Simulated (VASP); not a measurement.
A run of VASP 6.6.1 is set up as follows.

INCAR

```
SYSTEM = SnTe
PREC = Accurate ; ENCUT = 520
EDIFF = 1E-7 ; ISMEAR = 0
SIGMA = 0.01 ; LREAL = .False.
LASPH = .True. ; NELM = 100
ALGO = Normal ; ISIF = 2
LWAVE = .False. ; LCHARG = .False.
GGA = PS ; NBANDS = 17
```

File KPOINTS:

```
regular mesh
0
Gamma
  6 6 6
  0 0 0
```

The input POSCAR:

```
SnTe
1.0
    0.0000000000      3.5746672837      3.5746672837
    3.5746672837      0.0000000000      3.5746672837
    3.5746672837      3.5746672837      0.0000000000
Sn Te
1 1
Direct
    0.0000000000      0.0000000000      0.0000000000
    0.7500000000      0.7500000000      0.7500000000
```

Potentials or basis: VASP PAW PBE potentials, release 64 (Sn_d, Te).

Command:

```sh
$ cat potpaw_PBE.64/Sn_d/POTCAR potpaw_PBE.64/Te/POTCAR > POTCAR
$ mpirun -np 1 vasp_std > vasp.out
```

Predict the pressure.

-0.6 GPa.

Predict the band gap on the k mesh.

0.15 eV, indirect (least direct gap 0.72 eV).

Caveat: the PAW data sets were made with another functional, which shifts forces and pressure a little; spin-orbit coupling is left out, which moves the levels of the heavy elements. A k mesh can miss the band edges.
